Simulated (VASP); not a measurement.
Write the native input for VASP 6.6.1 that does the following.

| Quantity | Value |
| --- | --- |
| Task | relaxation of cell and atoms |
| Functional | PBE |
| Potentials or basis | VASP PAW PBE potentials, release 64 (Ba_sv, Te, H) |
| Cutoff | 600 eV |
| k mesh | 4 × 4 × 4 |
| Occupations | gaussian, width 0.1 eV |
| Spin | no spin polarisation |
| Dipole correction | no |
| Further INCAR settings | ALGO = Normal; EDIFF = 1e-06; IBRION = 2; EDIFFG = -0.04; NSW = 90; ISIF = 3 |

The structure of Ba2Te2H lies in POSCAR:

```
Ba2Te2H
1.0
    6.2374123011      0.0000000000      0.0000000000
    0.0000000000      6.2374123011      0.0000000000
    0.0000000000      0.0000000000      5.0164120816
Ba Te H
2 2 1
Direct
    0.5000000000      0.0000000000      0.7754126649
    0.0000000000      0.5000000000      0.2245873351
    0.0000000000      0.0000000000      0.5000000000
    0.5000000000      0.5000000000      0.0000000000
    0.0000000000      0.0000000000      0.0000000000
```

This cell differs from its parent crystal: atoms taken out.

The input as run:

INCAR

```
SYSTEM = Ba2Te2H
  PREC = Accurate
  ENCUT = 600
  EDIFF = 1E-6
  ISMEAR = 0
  SIGMA = 0.1
  LREAL = .FALSE.
  LASPH = .TRUE.
  NELM = 100
  ALGO = Normal
  ISIF = 3
  LWAVE = .FALSE.
  LCHARG = .FALSE.
  GGA = PE
  IBRION = 2
  NSW = 90
  EDIFFG = -0.04
```

KPOINTS

```
Automatic mesh
0
G
  4 4 4
  0 0 0
```

Potentials or basis: VASP PAW PBE potentials, release 64 (Ba_sv, Te, H).

Launch:

```bash
$ cat potpaw_PBE.64/Ba_sv/POTCAR potpaw_PBE.64/Te/POTCAR potpaw_PBE.64/H/POTCAR > POTCAR
$ mpirun -np 1 vasp_std > vasp.out
```

It gave:

* Relaxed volume: 40.64 Å³/atom
* Relaxed cell: a = 6.242 Å, b = 6.242 Å, c = 5.216 Å, α = 90.00°, β = 90.00°, γ = 90.00°
* Space group after relaxing (to 0.1 Å): P-4m2 (No. 115)
* Energy gained by relaxing: 3.7 meV/atom
* Ionic steps: 5
* Pressure after relaxing: 0.0 GPa
* Largest force after relaxing: 0.007 eV/Å
* Band gap on the k mesh: zero (an odd number of electrons rules out a gap without spin polarisation)

Caveat: the cell differs from its parent crystal (atoms taken out); spin-orbit coupling is left out, which moves the levels of the heavy elements.

It took 2.3 min on 1 thread of AMD EPYC 9R45 96-Core Processor (Zen 5), on a shared host, peak memory 0.35 GiB.
